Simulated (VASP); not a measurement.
GaN: single point with r2SCAN+rVV10

GaN:

```xyz
4
Lattice="3.1151 0.0000 0.0000 -1.5575 2.6977 0.0000 0.0000 0.0000 5.0605" Properties=species:S:1:pos:R:3 pbc="T T T"
Ga    1.5575    0.8992    2.5303
Ga    0.0000    1.7985    0.0000
N     1.5575    0.8992    4.4280
N     0.0000    1.7985    1.8977
```

```
Program             : VASP 6.6.1
Task                : single point
Functional          : r2SCAN
Dispersion          : rVV10
Potentials or basis : VASP PAW PBE potentials, release 64 (Ga_d, N)
Cutoff              : 520 eV
k mesh              : 10 × 10 × 5
Occupations         : fermi-dirac, width 0.05 eV
Spin                : no spin polarisation
```

```json
{
 "Pressure": "15.2 GPa",
 "Largest force": "0.162 eV/Å",
 "Band gap on the k mesh": "2.77 eV, direct"
}
```

Forces on the atoms (eV/Å):
```
Ga   0.000  0.000 -0.162
Ga   0.000  0.000 -0.162
N    0.000  0.000  0.162
N    0.000  0.000  0.162
```

Stress tensor (GPa, compression positive):
```
14.31  0.00  0.00
 0.00 14.31  0.00
 0.00  0.00 16.96
```

Levels at points of the mesh, in eV from the valence-band top:
| k point | band 14 | band 15 | band 16 | band 17 | band 18 | band 19 | band 20 | band 21 | band 22 | band 23 |
| --- | --- | --- | --- | --- | --- | --- | --- | --- | --- | --- |
| (0.00, 0.00, 0.00) | -1.18 | -1.18 | -0.06 | 0.00 | 0.00 | 2.77 | 5.24 | 10.34 | 10.95 | 10.95 |
| (0.50, 0.00, 0.00) | -5.63 | -4.66 | -3.11 | -2.49 | -1.10 | 5.72 | 6.41 | 6.79 | 9.93 | 11.33 |

It took 94 s on 1 thread of Intel(R) Xeon(R) 6975P-C (Granite Rapids), on a shared host, peak memory 0.29 GiB.

Caveat: the PAW data sets were made with another functional, which shifts forces and pressure a little. r2SCAN opens gaps a little over a GGA but as a rule still falls short of measured ones.
